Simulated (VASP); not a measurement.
# TiAl3 (P4mm) in VASP: further runs

Runs on TiAl3. Level: PBEsol. Tasks: single point.

Program: VASP 6.6.1. These are calculated values, not measurements. Logs are shortened: lines on timing, memory, paths and dates and some standing lists are left out, and cuts for length are marked.

### 1 The cell of the first run

It takes space group P4mm (No. 99, tetragonal). Conventional cell: a = 3.948 Å, b = 3.948 Å, c = 12.345 Å, α = 90.00°, β = 90.00°, γ = 90.00°. Within 3.7 Å of Ti (site symmetry 4mm) lie 12 Al at 2.79 Å. Ti (site symmetry 4mm) has 12 Al at 2.79 Å within 3.7 Å. Ti (site symmetry 4mm) has 12 Al at 2.79 to 3.17 Å within 3.7 Å. Within 3.7 Å of Al (site symmetry 2mm) lie 4 Ti at 2.79 to 3.17 Å and 8 Al at 2.79 to 3.17 Å. Within 3.7 Å of Al (site symmetry 2mm) lie 4 Ti at 2.79 Å and 8 Al at 2.79 Å. Within 3.7 Å of Al (site symmetry 2mm) lie 4 Ti at 2.79 Å and 8 Al at 2.79 Å. Al (site symmetry 4mm) has 8 Al at 2.79 to 3.17 Å and 4 Ti at 2.79 Å within 3.7 Å. Al (site symmetry 4mm) has 8 Al at 2.79 Å and 4 Ti at 2.79 Å within 3.7 Å.

### 2 Single point, PBEsol

Contents of INCAR:

```
PREC = Accurate
ENCUT = 500
EDIFF = 1E-6
ISMEAR = 0
SIGMA = 0.15
LREAL = False
LASPH = True
NELM = 120
ALGO = Normal
ISIF = 2
LWAVE = False
LCHARG = False
GGA = PS
NBANDS = 44
GGA_COMPAT = False
```

Contents of KPOINTS:

```
regular mesh
0
Gamma
  12 12 4
```

Contents of POSCAR:

```
TiAl3
1.0
    0.0000000000     -3.9483448101      0.0000000000
    0.0000000000      0.0000000000     -3.9483448101
   12.3450344303      0.0000000000      0.0000000000
Ti Al
3 9
Direct
    0.0000000000      1.0000000000      0.2398584797
    0.0000000000      1.0000000000      0.5596911081
    0.0000000000      1.0000000000      0.8795237366
    0.5000000000      0.0000000000      0.0799421655
    0.5000000000      0.0000000000      0.3997747939
    0.5000000000      0.0000000000      0.7196074224
    0.0000000000      0.5000000000      0.0799421655
    0.0000000000      0.5000000000      0.3997747939
    0.0000000000      0.5000000000      0.7196074224
    0.5000000000      0.5000000000      0.8795237366
    0.5000000000      0.5000000000      0.2398584797
    0.5000000000      0.5000000000      0.5596911081
```

Potentials or basis: VASP PAW PBE potentials, release 64 (Ti_sv, Al).

Started as:

```sh
$ cat potpaw_PBE.64/Ti_sv/POTCAR potpaw_PBE.64/Al/POTCAR > POTCAR
$ mpirun -np 1 vasp_std > vasp.out
```

OUTCAR:

```text
PREC = Accurate
   ENCUT = 500
   EDIFF = 1E-6
   ISMEAR = 0
   LREAL = False
   LASPH = True
   NELM = 120
   ISIF = 2
   GGA = PS

 ion  position               nearest neighbor table
   1  0.000  0.000  0.240-   4 2.79   7 2.79   7 2.79   4 2.79   5 2.79   8 2.79   8 2.79   5 2.79
                            11 2.79  11 2.79  11 2.79  11 2.79
   2  0.000  0.000  0.560-   5 2.79   8 2.79   8 2.79   5 2.79  12 2.79  12 2.79  12 2.79  12 2.79
                             9 2.79   6 2.79   9 2.79   6 2.79
   3  0.000  0.000  0.880-   6 2.79   9 2.79   9 2.79   6 2.79  10 2.79  10 2.79  10 2.79  10 2.79

   4  0.500  0.000  0.080-   1 2.79  11 2.79  11 2.79   1 2.79   7 2.79   7 2.79   7 2.79   7 2.79
                            10 3.17  10 3.17
   5  0.500  0.000  0.400-   2 2.79  12 2.79  12 2.79   2 2.79  11 2.79  11 2.79   1 2.79   1 2.79
                             8 2.79   8 2.79   8 2.79   8 2.79
   6  0.500  0.000  0.720-   3 2.79  10 2.79  10 2.79   3 2.79   9 2.79   9 2.79   9 2.79   9 2.79
                             2 2.79   2 2.79  12 2.79  12 2.79
   7  0.000  0.500  0.080-   1 2.79  11 2.79   1 2.79  11 2.79   4 2.79   4 2.79   4 2.79   4 2.79
                            10 3.17  10 3.17
   8  0.000  0.500  0.400-   2 2.79  12 2.79   2 2.79  12 2.79   1 2.79  11 2.79  11 2.79   1 2.79
                             5 2.79   5 2.79   5 2.79   5 2.79
   9  0.000  0.500  0.720-   3 2.79  10 2.79   3 2.79  10 2.79   6 2.79   6 2.79   6 2.79   6 2.79
                             2 2.79   2 2.79  12 2.79  12 2.79
  10  0.500  0.500  0.880-   6 2.79   9 2.79   6 2.79   9 2.79   3 2.79   3 2.79   3 2.79   3 2.79
                             7 3.17   7 3.17   4 3.17   4 3.17
  11  0.500  0.500  0.240-   4 2.79   7 2.79   4 2.79   7 2.79   5 2.79   5 2.79   8 2.79   8 2.79
                             1 2.79   1 2.79   1 2.79   1 2.79
  12  0.500  0.500  0.560-   5 2.79   8 2.79   5 2.79   8 2.79   2 2.79   2 2.79   2 2.79   2 2.79
                             6 2.79   9 2.79   9 2.79   6 2.79

  LATTYP: Found a simple tetragonal cell.
 ALAT       =     3.9483448101
 C/A-ratio  =     3.1266353432

  Lattice vectors:

 A1 = (   0.0000000000,  -3.9483448101,   0.0000000000)
 A2 = (   0.0000000000,   0.0000000000,  -3.9483448101)
 A3 = (  12.3450344303,   0.0000000000,   0.0000000000)

Analysis of symmetry for initial positions (statically):
=====================================================================
 Subroutine PRICEL returns:
 Original cell was already a primitive cell.

 Routine SETGRP: Setting up the symmetry group for a
 simple tetragonal supercell.

 Subroutine GETGRP returns: Found  8 space group operations
 (whereof  8 operations were pure point group operations)
 out of a pool of 16 trial point group operations.

The static configuration has the point symmetry C_4v.

Analysis of symmetry for dynamics (positions and initial velocities):
=====================================================================
 Subroutine PRICEL returns:
 Original cell was already a primitive cell.

 Routine SETGRP: Setting up the symmetry group for a
 simple tetragonal supercell.

 Subroutine GETGRP returns: Found  8 space group operations
 (whereof  8 operations were pure point group operations)
 out of a pool of 16 trial point group operations.

The dynamic configuration has the point symmetry C_4v.

 Subroutine INISYM returns: Found  8 space group operations
 (whereof  8 operations are pure point group operations),
 and found     1 'primitive' translations

----------------------------------------------------------------------------------------

                                     Primitive cell

  volume of cell :     192.4520

  direct lattice vectors                    reciprocal lattice vectors
     0.000000000 -3.948344810  0.000000000     0.000000000 -0.253270686  0.000000000
     0.000000000  0.000000000 -3.948344810     0.000000000  0.000000000 -0.253270686
    12.345034430  0.000000000  0.000000000     0.081004229  0.000000000  0.000000000

  length of vectors
     3.948344810  3.948344810 12.345034430     0.253270686  0.253270686  0.081004229

  position of ions in fractional coordinates (direct lattice)
     0.000000000  0.000000000  0.239858480
     0.000000000  0.000000000  0.559691108
     0.000000000  0.000000000  0.879523737
     0.500000000  0.000000000  0.079942166
     0.500000000  0.000000000  0.399774794
     0.500000000  0.000000000  0.719607422
     0.000000000  0.500000000  0.079942166
     0.000000000  0.500000000  0.399774794
     0.000000000  0.500000000  0.719607422
     0.500000000  0.500000000  0.879523737
     0.500000000  0.500000000  0.239858480
     0.500000000  0.500000000  0.559691108

  ion indices of the primitive-cell ions
   primitive index   ion index
                 1           1
                 2           2
                 3           3
                 4           4
                 5           5
                 6           6
                 7           7
                 8           8
                 9           9
                10          10
                11          11
                12          12

----------------------------------------------------------------------------------------

 KPOINTS: regular mesh

Automatic generation of k-mesh.
 Grid dimensions read from file:
 generate k-points for:   12   12    4

 Generating k-lattice:

  Cartesian coordinates                     Fractional coordinates (reciprocal lattice)
     0.000000000 -0.021105891  0.000000000     0.083333333  0.000000000  0.000000000
     0.000000000  0.000000000 -0.021105891     0.000000000  0.083333333  0.000000000
     0.020251057  0.000000000  0.000000000     0.000000000  0.000000000  0.250000000

  Length of vectors
     0.021105891  0.021105891  0.020251057

  Shift w.r.t. Gamma in fractional coordinates (k-lattice)
     0.000000000  0.000000000  0.000000000

 Subroutine IBZKPT returns following result:
 ===========================================

 Found     84 irreducible k-points:

 Following reciprocal coordinates:
            Coordinates               Weight
  0.000000  0.000000  0.000000      1.000000
  0.083333  0.000000  0.000000      4.000000
  0.166667  0.000000  0.000000      4.000000
  0.250000  0.000000  0.000000      4.000000
  0.333333  0.000000  0.000000      4.000000
  0.416667  0.000000  0.000000      4.000000
[... 16 lines left out ...]
  0.333333  0.333333  0.000000      4.000000
  0.416667  0.333333  0.000000      8.000000
 [... further k-points ...]
   k-points           NKPTS =     84   k-points in BZ     NKDIM =     84   number of bands    NBANDS=     44
   number of dos      NEDOS =    301   number of ions     NIONS =     12
   total plane-waves  NPLWV =  81000
   dimension x,y,z NGX =    30 NGY =   30 NGZ =   90
   dimension x,y,z NGXF=    60 NGYF=   60 NGZF=  180
   ions per type =               3   9
   NGX,Y,Z   is equivalent  to a cutoff of  12.63, 12.63, 12.12 a.u.
   NGXF,Y,Z  is equivalent  to a cutoff of  25.26, 25.26, 24.24 a.u.
 SYSTEM =  unknown system
   PREC   = accura    normal or accurate (medium, high low for compatibility)
   ISTART =      0    job   : 0-new  1-cont  2-samecut
   ICHARG =      2    charge: 1-file 2-atom 10-const
   ISPIN  =      1    spin polarized calculation?
   LNONCOLLINEAR =      F non collinear calculations
   LSORBIT =      F    spin-orbit coupling
   LASPH  =      T    aspherical Exc in radial PAW
   ENCUT  =  500.0 eV  36.75 Ry    6.06 a.u.   7.20  7.20 22.51*2*pi/ulx,y,z
   NELM   =    120;   NELMIN=  2; NELMDL= -5     # of ELM steps
   EDIFF  = 0.1E-05   stopping-criterion for ELM
   LREAL  =      F    real-space projection
   EDIFFG = 0.1E-04   stopping-criterion for IOM
   NSW    =      0    number of steps for IOM
   IBRION =     -1    ionic relax: 0-MD 1-quasi-New 2-CG
   NFREE  =      0    steps in history (QN), initial steepest desc. (CG)
   ISIF   =      2    stress and relaxation
   ISYM   =      2    0-nonsym 1-usesym 2-fastsym
   POTIM  = 0.5000    time-step for ionic-motion
   TEBEG  =    0.0;   TEEND  =   0.0 temperature during run
   PSTRESS=    0.0 pullay stress
   NELECT =      63.0000    total number of electrons
   NUPDOWN=      -1.0000    fix difference up-down
   EMIN   =  10.00;   EMAX   =-10.00  energy-range for DOS
   EFERMI =   0.00;   METHOD = LEGACY
   ISMEAR =     0;   SIGMA  =   0.15  broadening in eV -4-tet -1-fermi 0-gaus
   EFERMI_NEDOS =   21; number of points for ismear=-14 and -15
   IALGO  =     38    algorithm
   IMIX   =      4    mixing-type and parameters
     AMIX     =   0.40;   BMIX     =  1.00
     AMIX_MAG =   1.60;   BMIX_MAG =  1.00
  volume/ion in A,a.u.               =      16.04       108.23
  Fermi-wavevector in a.u.,A,eV,Ry     =   1.128273  2.132127 17.320216  1.273000
  Thomas-Fermi vector in A             =   2.264962
   LORBIT       =      0    0 simple, 1 ext, 2 COOP (PROOUT), +10 PAW based schemes
   GGA     = PS    functional components
   LHFCALC =     F    Hartree Fock is set to
   AEXX    =    0.0000 exact exchange contribution
   IVDW    =     0    specifies the selected vdW correction
   LEPSILON=     F    determine dielectric tensor
   LRPA    =     F    only Hartree local field effects (RPA)
 non-spin polarized calculation
 Gauss-broadening in eV      SIGMA  =   0.15
  energy-cutoff  :      500.00
  volume of cell :      192.45
 maximum number of plane-waves:      4936
 NGX is ok and might be reduce to    30
   NGX = 15   NGY = 15   NGZ = 45

 number of electron      62.9999989 magnetization

 Free energy of the ion-electron system (eV)
  ---------------------------------------------------
  ext. energy  EPLUGINS =         0.00000000
  ---------------------------------------------------
  free energy    TOTEN  =       -65.74460584 eV

  energy without entropy =      -65.66488690  energy(sigma->0) =      -65.70474637

 E-fermi :   8.6107     XC(G=0): -10.7592

 val. band max:        8.6103975942   @ k =   0.2500   0.0000   0.2500
 cond. band min:       8.6126152592   @ k =   0.2500   0.0000   0.2500
 fundamental gap:      0.0022176650
 Fermi energy:         8.6106658580

 k-point     1 :       0.0000    0.0000    0.0000
  band No.  band energies     occupation
      1     -48.2407      2.00000
      2     -48.1050      2.00000
      3     -48.0829      2.00000
      4     -24.6754      2.00000
      5     -24.6017      2.00000
      6     -24.6017      2.00000
[... 35 lines left out ...]
     42      10.4615      0.00000
     43      10.7384      0.00000

 k-point     2 :       0.0833    0.0000    0.0000
  band No.  band energies     occupation
      1     -48.2406      2.00000
      2     -48.1049      2.00000
      3     -48.0829      2.00000
      4     -24.6753      2.00000
      5     -24.6030      2.00000
      6     -24.6016      2.00000
[... 35 lines left out ...]
     42      10.6161      0.00000
     43      10.8095      0.00000

 k-point     3 :       0.1667    0.0000    0.0000
  band No.  band energies     occupation
      1     -48.2405      2.00000
      2     -48.1048      2.00000
      3     -48.0827      2.00000
      4     -24.6750      2.00000
      5     -24.6064      2.00000
      6     -24.6014      2.00000
[... 919 lines left out ...]
      6     -24.6139      2.00000
[... 35 lines left out ...]
     42      10.5491      0.00000
     43      11.0532      0.00000

 k-point    24 :       0.4167    0.3333    0.0000
  band No.  band energies     occupation
      1     -48.2394      2.00000
      2     -48.1036      2.00000
      3     -48.0815      2.00000
      4     -24.6725      2.00000
      5     -24.6173      2.00000
      6     -24.6137      2.00000
[... 35 lines left out ...]
     42      10.3449      0.00000
     43      10.7609      0.00000

 [... further k-points ...]

 [bands above 43 left out]

------------------------ aborting loop because EDIFF is reached ----------------------------------------

  FORCE on cell =-STRESS in cart. coord.  units (eV):
  Direction    XX          YY          ZZ          XY          YZ          ZX
  --------------------------------------------------------------------------------------
  -------------------------------------------------------------------------------------
  Total       -5.6403497     -1.8183662     -1.8183662      0.0000000      0.0000000      0.0000000
  in kB      -46.9563321    -15.1380345    -15.1380345      0.0000000      0.0000000      0.0000000
  external PRESSURE =     -25.7441337 kB  Pullay stress =       0.0000000 kB

 VOLUME and BASIS-vectors are now :
 -----------------------------------------------------------------------------
  energy-cutoff  :      500.00
  volume of cell :      192.45
      direct lattice vectors                 reciprocal lattice vectors
     0.000000000 -3.948344810  0.000000000     0.000000000 -0.253270686  0.000000000
     0.000000000  0.000000000 -3.948344810     0.000000000  0.000000000 -0.253270686
    12.345034430  0.000000000  0.000000000     0.081004229  0.000000000  0.000000000

 POSITION                                       TOTAL-FORCE (eV/Angst)
 -----------------------------------------------------------------------------------
      2.96106      0.00000      0.00000         0.230730     -0.000000      0.000000
      6.90941      0.00000      0.00000         0.008181     -0.000000      0.000000
     10.85775      0.00000      0.00000         0.796817      0.000000      0.000000
      0.98689     -1.97417      0.00000        -1.023208     -0.000000     -0.000000
      4.93523     -1.97417      0.00000        -0.017362     -0.000000      0.000000
      8.88358     -1.97417      0.00000         0.143907     -0.000000      0.000000
      0.98689      0.00000     -1.97417        -1.023208     -0.000000      0.000000
      4.93523      0.00000     -1.97417        -0.017362     -0.000000      0.000000
      8.88358      0.00000     -1.97417         0.143907     -0.000000      0.000000
     10.85775     -1.97417     -1.97417         0.964695     -0.000000     -0.000000
      2.96106     -1.97417     -1.97417        -0.207151     -0.000000      0.000000
      6.90941     -1.97417     -1.97417         0.000055     -0.000000      0.000000
 -----------------------------------------------------------------------------------
    total drift:                                0.000260      0.000000      0.000000

  FREE ENERGIE OF THE ION-ELECTRON SYSTEM (eV)
  ---------------------------------------------------
  free  energy   TOTEN  =       -65.7446058358 eV

  energy  without entropy=      -65.6648868971  energy(sigma->0) =      -65.70474637
```

It took 12 min on 1 thread of Oxide Virtual Turin-like, shared host; peak memory 0.58 GiB.

What came out:

```yaml
Free_energy: -65.7446 eV
Pressure: -2.6 GPa
Largest_force: 1.023 eV/Å
Band_gap_on_the_k_mesh: zero (an odd number of electrons rules out a gap without spin polarisation)
```

Forces in eV/Å, atoms in the order of the input:
```
Ti   0.231  0.000  0.000
Ti   0.008  0.000  0.000
Ti   0.797  0.000  0.000
Al  -1.023  0.000  0.000
Al  -0.017  0.000  0.000
Al   0.144  0.000  0.000
Al  -1.023  0.000  0.000
Al  -0.017  0.000  0.000
Al   0.144  0.000  0.000
Al   0.965  0.000  0.000
Al  -0.207  0.000  0.000
Al   0.000  0.000  0.000
```

Caveat: the PAW data sets were made with another functional, which shifts forces and pressure a little.

### 3 Single point, PBEsol (the distance across one plane changed)

Contents of INCAR:

```
SYSTEM = TiAl3
PREC     = Accurate       ! precision mode
ENCUT    = 500            ! plane-wave cutoff, eV
EDIFF    = 1E-6           ! SCF threshold, eV
ISMEAR   = 0              ! smearing method
SIGMA    = 0.15           ! smearing width, eV
LREAL    = .False.        ! projectors in reciprocal space
LASPH    = .True.         ! aspherical terms in the spheres
NELM     = 120            ! most SCF steps
ALGO     = Normal         ! electronic algorithm
ISIF     = 2              ! what is computed and relaxed
LWAVE    = .False.        ! write WAVECAR
LCHARG   = .False.        ! write CHGCAR
GGA      = PS             ! functional
NBANDS   = 44             ! bands
GGA_COMPAT= .False.
```

Contents of KPOINTS:

```
regular mesh
0
Gamma
  12 12 4
  0 0 0
```

Contents of POSCAR:

```
TiAl3
1.0
    0.0000000000     -3.9483448101      0.0000000000
    0.0000000000      0.0000000000     -3.9483448101
   11.5450344303      0.0000000000      0.0000000000
Ti Al
3 9
Direct
    0.0000000000      1.0000000000      0.2564791996
    0.0000000000      1.0000000000      0.5984742655
    0.0000000000      1.0000000000      0.9404693313
    0.5000000000      0.0000000000      0.0854816667
    0.5000000000      0.0000000000      0.4274767325
    0.5000000000      0.0000000000      0.7694717984
    0.0000000000      0.5000000000      0.0854816667
    0.0000000000      0.5000000000      0.4274767325
    0.0000000000      0.5000000000      0.7694717984
    0.5000000000      0.5000000000      0.9404693313
    0.5000000000      0.5000000000      0.2564791996
    0.5000000000      0.5000000000      0.5984742655
```

Potentials or basis: VASP PAW PBE potentials, release 64 (Ti_sv, Al).

Started as:

```sh
$ cat potpaw_PBE.64/Ti_sv/POTCAR potpaw_PBE.64/Al/POTCAR > POTCAR
$ mpirun -np 1 vasp_std > vasp.out
```

It took 18 min on 1 thread of Oxide Virtual Turin-like, shared host; peak memory 0.53 GiB.

It converged, with:

- Free energy: -65.9332 eV
- Pressure: 4.0 GPa
- Largest force: 1.794 eV/Å
- Band gap on the k mesh: zero (an odd number of electrons rules out a gap without spin polarisation)

Forces in eV/Å, atoms in the order of the input:
```
Ti   0.029  0.000  0.000
Ti   0.015  0.000  0.000
Ti  -1.794  0.000  0.000
Al   1.581  0.000  0.000
Al  -0.016  0.000  0.000
Al  -0.080  0.000  0.000
Al   1.581  0.000  0.000
Al  -0.016  0.000  0.000
Al  -0.080  0.000  0.000
Al  -1.379  0.000  0.000
Al   0.151  0.000  0.000
Al   0.007  0.000  0.000
```

Stress tensor (GPa, compression positive):
```
6.17 0.00 0.00
0.00 2.95 0.00
0.00 0.00 2.95
```

Levels at points of the mesh, in eV from the Fermi level:
```
           k point  band 29  band 30  band 31  band 32  band 33  band 34  band 35  band 36
(0.00, 0.00, 0.00)    -0.48    -0.15     0.06     0.20     0.20     0.29     0.36     0.39
(0.50, 0.00, 0.00)    -1.04     0.40     0.45     0.52     0.61     0.71     0.71     0.83
(0.50, 0.50, 0.00)    -2.87    -2.87    -1.15    -1.15     0.60     0.79     0.81     0.88
(0.00, 0.00, 0.50)    -1.18     0.09     0.18     0.18     0.22     0.31     0.31     0.41
(0.50, 0.00, 0.50)    -0.61    -0.37     0.30     0.50     0.62     0.74     0.79     0.91
(0.50, 0.50, 0.50)    -1.82    -1.67    -1.67    -1.27    -1.16     0.18     0.81     0.90
```

Caveat: the cell differs from its parent crystal (the distance across one plane changed); the cell stands under pressure; the PAW data sets were made with another functional, which shifts forces and pressure a little.
